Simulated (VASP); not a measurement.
# Cl (Pm-3m) in VASP: single point with PBE

Aim: the single point of Cl with PBE.

Program: VASP 6.6.1. These are calculated values, not measurements. Logs are shortened: lines on timing, memory, paths and dates and some standing lists are left out, and cuts for length are marked.

### Step 1. The cell of the first run

The structure is cubic, space group Pm-3m (No. 221). Conventional cell: a = 2.860 Å, b = 2.860 Å, c = 2.860 Å, α = 90.00°, β = 90.00°, γ = 90.00°. Cl (site symmetry m-3m) has 6 Cl at 2.86 Å within 3.8 Å.

### Step 2. Single point, PBE

INCAR reads:

```
PREC = Accurate ; ENCUT = 520
EDIFF = 1E-7 ; ISMEAR = 1
SIGMA = 0.15 ; LREAL = False
LASPH = True ; NELM = 80
ALGO = Normal ; ISIF = 2
LWAVE = False ; LCHARG = False
GGA = PE ; NBANDS = 10
```

KPOINTS reads:

```
Automatic mesh
0
Gamma
  8 8 8
```

POSCAR reads:

```
Cl
1.0
    2.8600000000      0.0000000000      0.0000000000
    0.0000000000      2.8600000000      0.0000000000
    0.0000000000      0.0000000000      2.8600000000
Cl
1
Direct
    0.5000000000      0.5000000000      0.5000000000
```

Potentials or basis: VASP PAW PBE potentials, release 64 (Cl).

Started as:

```
$ cat potpaw_PBE.64/Cl/POTCAR > POTCAR
$ mpirun -np 1 vasp_std > vasp.out
```

OUTCAR:

```text
PREC = Accurate
   ENCUT = 520
   EDIFF = 1E-7
   ISMEAR = 1
   LREAL = False
   LASPH = True
   NELM = 80
   ISIF = 2
   GGA = PE

 ion  position               nearest neighbor table
   1  0.500  0.500  0.500-

  LATTYP: Found a simple cubic cell.
 ALAT       =     2.8600000000

  Lattice vectors:

 A1 = (   2.8600000000,   0.0000000000,   0.0000000000)
 A2 = (   0.0000000000,   2.8600000000,   0.0000000000)
 A3 = (   0.0000000000,   0.0000000000,   2.8600000000)

Analysis of symmetry for initial positions (statically):
=====================================================================
 Subroutine PRICEL returns:
 Original cell was already a primitive cell.

 Routine SETGRP: Setting up the symmetry group for a
 simple cubic supercell.

 Subroutine GETGRP returns: Found 48 space group operations
 (whereof 48 operations were pure point group operations)
 out of a pool of 48 trial point group operations.

The static configuration has the point symmetry O_h .

Analysis of symmetry for dynamics (positions and initial velocities):
=====================================================================
 Subroutine PRICEL returns:
 Original cell was already a primitive cell.

 Routine SETGRP: Setting up the symmetry group for a
 simple cubic supercell.

 Subroutine GETGRP returns: Found 48 space group operations
 (whereof 48 operations were pure point group operations)
 out of a pool of 48 trial point group operations.

The dynamic configuration has the point symmetry O_h .

 Subroutine INISYM returns: Found 48 space group operations
 (whereof 48 operations are pure point group operations),
 and found     1 'primitive' translations

----------------------------------------------------------------------------------------

                                     Primitive cell

  volume of cell :      23.3937

  direct lattice vectors                    reciprocal lattice vectors
     2.860000000  0.000000000  0.000000000     0.349650350  0.000000000  0.000000000
     0.000000000  2.860000000  0.000000000     0.000000000  0.349650350  0.000000000
     0.000000000  0.000000000  2.860000000     0.000000000  0.000000000  0.349650350

  length of vectors
     2.860000000  2.860000000  2.860000000     0.349650350  0.349650350  0.349650350

  position of ions in fractional coordinates (direct lattice)
     0.500000000  0.500000000  0.500000000

  ion indices of the primitive-cell ions
   primitive index   ion index
                 1           1

----------------------------------------------------------------------------------------

 KPOINTS: Automatic mesh

Automatic generation of k-mesh.
 Grid dimensions read from file:
 generate k-points for:    8    8    8

 Generating k-lattice:

  Cartesian coordinates                     Fractional coordinates (reciprocal lattice)
     0.043706294  0.000000000  0.000000000     0.125000000  0.000000000  0.000000000
     0.000000000  0.043706294  0.000000000     0.000000000  0.125000000  0.000000000
     0.000000000  0.000000000  0.043706294     0.000000000  0.000000000  0.125000000

  Length of vectors
     0.043706294  0.043706294  0.043706294

  Shift w.r.t. Gamma in fractional coordinates (k-lattice)
     0.000000000  0.000000000  0.000000000

 Subroutine IBZKPT returns following result:
 ===========================================

 Found     35 irreducible k-points:

 Following reciprocal coordinates:
            Coordinates               Weight
  0.000000  0.000000  0.000000      1.000000
  0.125000  0.000000  0.000000      6.000000
  0.250000  0.000000  0.000000      6.000000
  0.375000  0.000000  0.000000      6.000000
  0.500000  0.000000  0.000000      3.000000
  0.125000  0.125000  0.000000     12.000000
[... 16 lines left out ...]
  0.375000  0.375000  0.125000     24.000000
  0.500000  0.375000  0.125000     24.000000
 [... further k-points ...]
   k-points           NKPTS =     35   k-points in BZ     NKDIM =     35   number of bands    NBANDS=     10
   number of dos      NEDOS =    301   number of ions     NIONS =      1
   total plane-waves  NPLWV =  13824
   dimension x,y,z NGX =    24 NGY =   24 NGZ =   24
   dimension x,y,z NGXF=    48 NGYF=   48 NGZF=   48
   ions per type =               1
   NGX,Y,Z   is equivalent  to a cutoff of  13.95, 13.95, 13.95 a.u.
   NGXF,Y,Z  is equivalent  to a cutoff of  27.90, 27.90, 27.90 a.u.
 SYSTEM =  unknown system
   PREC   = accura    normal or accurate (medium, high low for compatibility)
   ISTART =      0    job   : 0-new  1-cont  2-samecut
   ICHARG =      2    charge: 1-file 2-atom 10-const
   ISPIN  =      1    spin polarized calculation?
   LNONCOLLINEAR =      F non collinear calculations
   LSORBIT =      F    spin-orbit coupling
   LASPH  =      T    aspherical Exc in radial PAW
   ENCUT  =  520.0 eV  38.22 Ry    6.18 a.u.   5.32  5.32  5.32*2*pi/ulx,y,z
   NELM   =     80;   NELMIN=  2; NELMDL= -5     # of ELM steps
   EDIFF  = 0.1E-06   stopping-criterion for ELM
   LREAL  =      F    real-space projection
   EDIFFG = 0.1E-05   stopping-criterion for IOM
   NSW    =      0    number of steps for IOM
   IBRION =     -1    ionic relax: 0-MD 1-quasi-New 2-CG
   NFREE  =      0    steps in history (QN), initial steepest desc. (CG)
   ISIF   =      2    stress and relaxation
   ISYM   =      2    0-nonsym 1-usesym 2-fastsym
   POTIM  = 0.5000    time-step for ionic-motion
   TEBEG  =    0.0;   TEEND  =   0.0 temperature during run
   PSTRESS=    0.0 pullay stress
   NELECT =       7.0000    total number of electrons
   NUPDOWN=      -1.0000    fix difference up-down
   EMIN   =  10.00;   EMAX   =-10.00  energy-range for DOS
   EFERMI =   0.00;   METHOD = LEGACY
   ISMEAR =     1;   SIGMA  =   0.15  broadening in eV -4-tet -1-fermi 0-gaus
   EFERMI_NEDOS =   21; number of points for ismear=-14 and -15
   IALGO  =     38    algorithm
   IMIX   =      4    mixing-type and parameters
     AMIX     =   0.40;   BMIX     =  1.00
     AMIX_MAG =   1.60;   BMIX_MAG =  1.00
  volume/ion in A,a.u.               =      23.39       157.87
  Fermi-wavevector in a.u.,A,eV,Ry     =   1.094985  2.069221 16.313277  1.198992
  Thomas-Fermi vector in A             =   2.231300
   LORBIT       =      0    0 simple, 1 ext, 2 COOP (PROOUT), +10 PAW based schemes
   GGA     = PE    functional components
   LHFCALC =     F    Hartree Fock is set to
   AEXX    =    0.0000 exact exchange contribution
   IVDW    =     0    specifies the selected vdW correction
   LEPSILON=     F    determine dielectric tensor
   LRPA    =     F    only Hartree local field effects (RPA)
 non-spin polarized calculation
 Methfessel and Paxton  Order N= 1 SIGMA  =   0.15
  energy-cutoff  :      520.00
  volume of cell :       23.39
 maximum number of plane-waves:       647
 NGX is ok and might be reduce to    24
   NGX = 11   NGY = 11   NGZ = 11

 number of electron       7.0000001 magnetization

 Free energy of the ion-electron system (eV)
  ---------------------------------------------------
  ext. energy  EPLUGINS =         0.00000000
  ---------------------------------------------------
  free energy    TOTEN  =        -1.15827326 eV

  energy without entropy =       -1.15801511  energy(sigma->0) =       -1.15818721

 E-fermi :   1.3160     XC(G=0):  -8.9003

 val. band max:        1.2514120011   @ k =   0.0000   0.0000   0.0000
 cond. band min:       1.3320718998   @ k =   0.1250   0.0000   0.0000
 fundamental gap:      0.0806598987
 Fermi energy:         1.3160455633

 k-point     1 :       0.0000    0.0000    0.0000
  band No.  band energies     occupation
      1     -14.3615      2.00000
      2       1.2514      1.65963
      3       1.2514      1.65963
      4       1.2514      1.65963
      5       9.5931      0.00000
      6      11.6609      0.00000
      7      11.6609      0.00000
      8      22.0605      0.00000
      9      22.0605      0.00000
     10      22.0605      0.00000

 k-point     2 :       0.1250    0.0000    0.0000
  band No.  band energies     occupation
      1     -14.2256      2.00000
      2       0.2878      2.00000
      3       1.3321      0.82030
      4       1.3321      0.82030
      5      10.1099      0.00000
      6      11.8390      0.00000
      7      12.6709      0.00000
      8      20.6209      0.00000
      9      20.6209      0.00000
     10      22.1544      0.00000

 k-point     3 :       0.2500    0.0000    0.0000
  band No.  band energies     occupation
      1     -13.8679      2.00000
      2      -1.5370      2.00000
      3       1.5359     -0.05831
      4       1.5359     -0.05831
      5      11.0207      0.00000
      6      12.3199      0.00000
      7      14.8069      0.00000
      8      18.5493      0.00000
      9      18.5493      0.00000
     10      22.3928      0.00000

 k-point     4 :       0.3750    0.0000    0.0000
  band No.  band energies     occupation
      1     -13.4559      2.00000
      2      -3.0444      2.00000
      3       1.7543     -0.00029
      4       1.7543     -0.00029
      5      12.1769      0.00000
      6      12.9032      0.00000
      7      15.3647      0.00000
      8      17.0767      0.00000
      9      17.0767      0.00000
     10      22.6500      0.00000
[... 222 lines left out ...]
 k-point    22 :       0.5000    0.2500    0.1250
  band No.  band energies     occupation
      1     -12.6766      2.00000
      2      -2.9874      2.00000
      3      -0.4822      2.00000
      4       1.3347      0.79077
      5      10.5794      0.00000
      6      14.5690      0.00000
      7      14.9390      0.00000
      8      16.7794      0.00000
      9      19.2317      0.00000
     10      21.0775      0.00000

 k-point    23 :       0.3750    0.3750    0.1250
  band No.  band energies     occupation
      1     -12.4756      2.00000
      2      -2.0741      2.00000
      3      -1.9889      2.00000
      4       1.4598     -0.04056
      5       9.4837      0.00000
      6      14.7239      0.00000
      7      15.8411      0.00000
      8      16.3222      0.00000
      9      20.8880      0.00000
     10      21.2328      0.00000

 k-point    24 :       0.5000    0.3750    0.1250
  band No.  band energies     occupation
      1     -12.2977      2.00000
      2      -2.5725      2.00000
      3      -1.8482      2.00000
      4       1.5637     -0.04144
      5       8.8748      0.00000
      6      15.1192      0.00000
      7      15.3606      0.00000
      8      16.4698      0.00000
      9      21.3435      0.00000
     10      21.9841      0.00000

 [... further k-points ...]
[... 5 lines left out ...]
  --------------------------------------------------------------------------------------
  -------------------------------------------------------------------------------------
  Total       -0.0054638     -0.0054638     -0.0054638     -0.0000000     -0.0000000      0.0000000
  in kB       -0.3742030     -0.3742030     -0.3742030     -0.0000000     -0.0000000      0.0000000
  external PRESSURE =      -0.3742030 kB  Pullay stress =       0.0000000 kB

 VOLUME and BASIS-vectors are now :
 -----------------------------------------------------------------------------
  energy-cutoff  :      520.00
  volume of cell :       23.39
      direct lattice vectors                 reciprocal lattice vectors
     2.860000000  0.000000000  0.000000000     0.349650350  0.000000000  0.000000000
     0.000000000  2.860000000  0.000000000     0.000000000  0.349650350  0.000000000
     0.000000000  0.000000000  2.860000000     0.000000000  0.000000000  0.349650350

 POSITION                                       TOTAL-FORCE (eV/Angst)
 -----------------------------------------------------------------------------------
      1.43000      1.43000      1.43000         0.000000      0.000000      0.000000
 -----------------------------------------------------------------------------------
    total drift:                                0.000000     -0.000000     -0.000000

  FREE ENERGIE OF THE ION-ELECTRON SYSTEM (eV)
  ---------------------------------------------------
  free  energy   TOTEN  =        -1.1582732624 eV

  energy  without entropy=       -1.1580151097  energy(sigma->0) =       -1.15818721
```

Run time: 4.1 s. Hardware: 1 thread of Intel Xeon Platinum 8259CL at 2.50GHz (Skylake/Cascade Lake), shared host; peak memory 0.13 GiB.

Results:

```
Free energy : -1.1583 eV
Pressure    : 0.0 GPa
```

Caveat: an odd number of electrons without spin polarisation forces a metal; a magnetic or distorted state may lie lower.
